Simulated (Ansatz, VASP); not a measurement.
MnO in VASP and in Ansatz

File POSCAR:

```
MnO
1.0
    0.0000000000      2.2239077028      2.2239077028
    2.2239077028      0.0000000000      2.2239077028
    2.2239077028      2.2239077028      0.0000000000
Mn O
1 1
Direct
    0.0000000000      0.0000000000      0.0000000000
    0.5000000000      0.5000000000      0.5000000000
```

INCAR.step1

```
PREC = Accurate
ENCUT = 520
EDIFF = 1E-5
ISMEAR = -1
SIGMA = 0.05
LREAL = F
LASPH = T
NELM = 150
ALGO = Normal
ISIF = 2
LWAVE = T
LCHARG = F
ISPIN = 2
MAGMOM = 4 0
LORBIT = 11
LMAXMIX = 4
NBANDS = 20
GGA = PE
```

The input INCAR.step2:

```
PREC = Accurate
ENCUT = 520
EDIFF = 1E-6
ISMEAR = -1
SIGMA = 0.05
LREAL = F
LASPH = T
NELM = 150
ALGO = Normal
ISIF = 2
LWAVE = F
LCHARG = F
ISPIN = 2
MAGMOM = 4 0
LORBIT = 11
LMAXMIX = 4
GGA = PE
LHFCALC = T
AEXX = 1.0
ALDAC = 0.0
AGGAC = 0.0
PRECFOCK = Normal
NBANDS = 20
ISTART = 1
```

The input KPOINTS:

```
Automatic mesh
0
Gamma
  5 5 5
```

File input.yaml:

```yaml
crystal:
  lattice:
    - [0.0, 2.2239077028, 2.2239077028]
    - [2.2239077028, 0.0, 2.2239077028]
    - [2.2239077028, 2.2239077028, 0.0]
  atoms:
    - { symbol: Mn, position: [0.0, 0.0, 0.0], spin: 4.0 }
    - { symbol: O, position: [0.5, 0.5, 0.5] }
hamiltonian:
  xc: hf
  pseudopotentials: { kind: paw }
magnetization:
  spin_polarized: true
kpoints:
  mp_grid: { grid: [5, 5, 5] }
  band_path:
    path:
      - [[0.0, 0.0, 0.0], [0.5, 0.0, 0.5], [0.5, 0.25, 0.75], [0.375, 0.375, 0.75], [0.0, 0.0, 0.0], [0.5, 0.5, 0.5], [0.625, 0.25, 0.625], [0.5, 0.25, 0.75], [0.5, 0.5, 0.5], [0.375, 0.375, 0.75]]
      - [[0.625, 0.25, 0.625], [0.5, 0.0, 0.5]]
    npoints: 4
scf:
  occupations: { method: fermi_dirac, width: 0.05 }
  n_extra_bands: 6
output:
  forces: true
  stress: true
  eigenvalues: true
  fatbands: false
  write_density: true
  write_potential: true
  elf: true
  volumetric_format: npy
```

Alike in both runs: functional HF; k mesh 5 × 5 × 5; occupations fermi-dirac, width 0.05 eV; collinear spin.

```csv
,VASP,Ansatz
version,VASP 6.6.1,Ansatz 0.2.0
potentials or method,"VASP PAW PBE potentials, release 64 (Mn_pv, O)",Ansatz PAW
plane-wave cutoff (eV),520,420
valence electrons in the cell,19,21
task,single point,band structure
```

```csv
,VASP,Ansatz,Ansatz less VASP
gap on the k mesh at the Fermi level (eV),11.25,11.27,+0.019
least direct gap on the mesh (eV),12.70,12.67,-0.029
pressure (GPa),8.9,7.8,-1.12
net moment per atom (μB),2.50,2.50,0.000
size of the moment on the site where the two differ most (μB),4.72,4.48,-0.241
```

VASP's potentials were made for PBE, not for HF. Site moments also hang on the region over which each program counts them. VASP's potentials hold 19 valence electrons a cell and Ansatz's 21, so a difference there can come from the potentials and not from the codes.

The k mesh is coarse, so the values compare programs but aren't converged. Noted on Ansatz's run: the magnetic or orbital state may not be the lowest; Pulay correction over one GPa; the k mesh misses the band edges, so the gap on the mesh is wider than the one along the path.
